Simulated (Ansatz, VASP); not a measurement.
# One calculation of Te, two programs

```
CELL_PARAMETERS angstrom
3.82029 -2.14820 0.00000
3.82029 2.14820 0.00000
-0.09429 0.00000 5.97609
ATOMIC_POSITIONS crystal
Te 0.00000 0.00000 0.00000
Te 0.30945 0.30945 0.33881
Te 0.69055 0.69055 0.66119
```

Alike in both runs: functional PBEsol; k mesh 5 × 5 × 4; occupations fermi-dirac, width 0.05 eV; no spin polarisation.

|  | VASP | Ansatz |
| --- | --- | --- |
| version | VASP 6.6.1 | Ansatz 0.2.0 |
| potentials or method | VASP PAW PBE potentials, release 64 (Te), cutoff 520 eV | all-electron LAPW, scalar-relativistic |
| task | single point | band structure |

|  | VASP | Ansatz | Ansatz less VASP |
| --- | --- | --- | --- |
| gap on the k mesh at the Fermi level (eV) | none | none | - |
| pressure (GPa) | -1.8 | -1.8 | -0.02 |
| traceless stress, the component that is largest in VASP (GPa) | -0.34 | -0.35 | -0.012 |
| rms of the force components (eV/Å) | 0.012 | 0.011 | -0.0003 |

VASP's potentials were made for PBE, not for PBEsol. Atom by atom the forces differ by 0.006 eV/Å (rms over components). A gap of «none» marks a metal or a gap that the smearing closes. Ansatz ran all-electron here, and VASP with PAW potentials.

Spin-orbit coupling is off throughout. Noted on Ansatz's run: the k mesh is thin for a metal, which can move the energy by tens of meV per atom.
